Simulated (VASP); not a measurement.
Input of a VASP 6.6.1 run:

File POSCAR:

```
SiC
1.0
    0.0000000000      2.1898675890      2.1898675890
    2.1898675890      0.0000000000      2.1898675890
    2.1898675890      2.1898675890      0.0000000000
Si C
1 1
Direct
    0.0000000000      0.0000000000      0.0000000000
    0.2500000000      0.2500000000      0.2500000000
```

The input INCAR.step1:

```
SYSTEM = SiC
PREC     = Accurate       ! precision mode
ENCUT    = 600            ! plane-wave cutoff, eV
ISMEAR   = -1             ! smearing method
SIGMA    = 0.02           ! smearing width, eV
LREAL    = .False.        ! projectors in reciprocal space
LASPH    = .True.         ! aspherical terms in the spheres
NELM     = 80             ! most SCF steps
GGA      = PE             ! functional
ALGO     = Normal         ! electronic algorithm
EDIFF    = 1E-4           ! SCF threshold, eV
LWAVE    = .True.         ! write WAVECAR
LCHARG   = .False.        ! write CHGCAR
```

INCAR.step2

```
SYSTEM = SiC
PREC     = Accurate       ! precision mode
ENCUT    = 600            ! plane-wave cutoff, eV
EDIFF    = 1E-6           ! SCF threshold, eV
ISMEAR   = -1             ! smearing method
SIGMA    = 0.02           ! smearing width, eV
LREAL    = .False.        ! projectors in reciprocal space
LASPH    = .True.         ! aspherical terms in the spheres
NELM     = 80             ! most SCF steps
ALGO     = Normal         ! electronic algorithm
ISIF     = 3              ! what is computed and relaxed
LWAVE    = .False.        ! write WAVECAR
LCHARG   = .False.        ! write CHGCAR
METAGGA  = R2SCAN         ! meta-GGA
LMIXTAU  = .True.       
IBRION   = 2              ! ionic algorithm
NSW      = 80             ! ionic steps
EDIFFG   = -0.005         ! ionic threshold
ISTART   = 1
```

File KPOINTS:

```
regular mesh
0
Gamma
  10 10 10
  0 0 0
```

Potentials or basis: VASP PAW PBE potentials, release 64 (Si, C).

Launch:

```console
$ cat potpaw_PBE.64/Si/POTCAR potpaw_PBE.64/C/POTCAR > POTCAR
$ cp INCAR.step1 INCAR
$ mpirun -np 1 vasp_std > vasp.out
$ cp INCAR.step2 INCAR
$ mpirun -np 1 vasp_std > vasp.out
```

(1) What does it give for the space group after relaxing (to 0.05 Å)?

(2) What does it give for the relaxed volume?

(3) Estimate the relaxed cell.

## Answers

(1) F-43m (No. 216).

(2) 10.32 Å³/atom.

(3) a = 3.079 Å, b = 3.079 Å, c = 3.079 Å, α = 60.00°, β = 60.00°, γ = 60.00°.

Caveat: the PAW data sets were made with another functional, which shifts forces and pressure a little.
